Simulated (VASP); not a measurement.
A run of VASP 6.6.1 is set up as follows.

File INCAR:

```
SYSTEM = Ir
PREC = Accurate
ENCUT = 500
EDIFF = 1E-7
ISMEAR = 1
SIGMA = 0.05
LREAL = .False.
LASPH = .True.
NELM = 120
ALGO = Normal
ISIF = 3
LWAVE = .False.
LCHARG = .False.
GGA = PE
IBRION = 2
NSW = 80
EDIFFG = -0.03
PSTRESS = 200.0
GGA_COMPAT = .False.
NELMIN = 4
```

Contents of KPOINTS:

```
Automatic mesh
0
Gamma
  8 8 8
  0 0 0
```

The input POSCAR:

```
Ir
1.0
    0.0000000000      1.9150000000      1.9150000000
    1.9150000000      0.0000000000      1.9150000000
    1.9150000000      1.9150000000      0.0000000000
Ir
1
Direct
    0.0000000000      0.0000000000      0.0000000000
```

Potentials or basis: VASP PAW PBE potentials, release 64 (Ir).

Run with:

```console
$ cat potpaw_PBE.64/Ir/POTCAR > POTCAR
$ mpirun -np 1 vasp_std > vasp.out
```

Q: Predict the band gap on the k mesh.

A: Zero (an odd number of electrons rules out a gap without spin polarisation).

Q: Estimate the space group after relaxing (to 0.1 Å).

A: Fm-3m (No. 225).

Step by step:
```
step  energy change (eV)  largest force (eV/Å)  pressure (GPa)  volume (Å³)
   1              0.0000                0.0000           13.98        14.05
   2              0.2089                0.0000           52.92        13.00
   3              0.0199                0.0000           19.83        13.86
```

Caveat: the cell is relaxed towards a set pressure, so the run minimises the enthalpy, not the energy; spin-orbit coupling is left out, which moves the levels of the heavy elements.
